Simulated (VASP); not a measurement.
RbBr, 2 atoms in the cell. The structure is cubic, space group Pm-3m (No. 221). The conventional cell has a = 3.707 Å, b = 3.707 Å, c = 3.707 Å, α = 90.00°, β = 90.00°, γ = 90.00°. Within 4.2 Å of Rb (site symmetry m-3m) lie 8 Br at 3.21 Å and 6 Rb at 3.71 Å. Within 4.2 Å of Br (site symmetry m-3m) lie 8 Rb at 3.21 Å and 6 Br at 3.71 Å. 

```yaml
Program: VASP 6.6.1
Task: vibrations by perturbation theory
Functional: PBE
Potentials_or_basis: VASP PAW PBE potentials, release 64 (Rb_sv, Br)
Cutoff: 520 eV
k_mesh: 6 × 6 × 6
Occupations: gaussian, width 0.01 eV
Spin: no spin polarisation
Dipole_correction: no
Further_INCAR_settings: ALGO = Normal; EDIFF = 1e-08; NBANDS = 15; IBRION = 8; NSW = 1
```

Potentials or basis: VASP PAW PBE potentials, release 64 (Rb_sv, Br).

Run with:

```bash
$ cat potpaw_PBE.64/Rb_sv/POTCAR potpaw_PBE.64/Br/POTCAR > POTCAR
$ mpirun -np 1 vasp_std > vasp.out
```

Hardware: 1 thread of Intel(R) Xeon(R) Platinum 8259CL CPU @ 2.50GHz (Skylake/Cascade Lake) (shared host).

Q: Estimate the wall time of this run.

A: Run time: 5.7 min on 1 thread of Intel(R) Xeon(R) Platinum 8259CL CPU @ 2.50GHz (Skylake/Cascade Lake) (shared host), peak memory 0.22 GiB. Counts: scf iterations 189, k points 20.
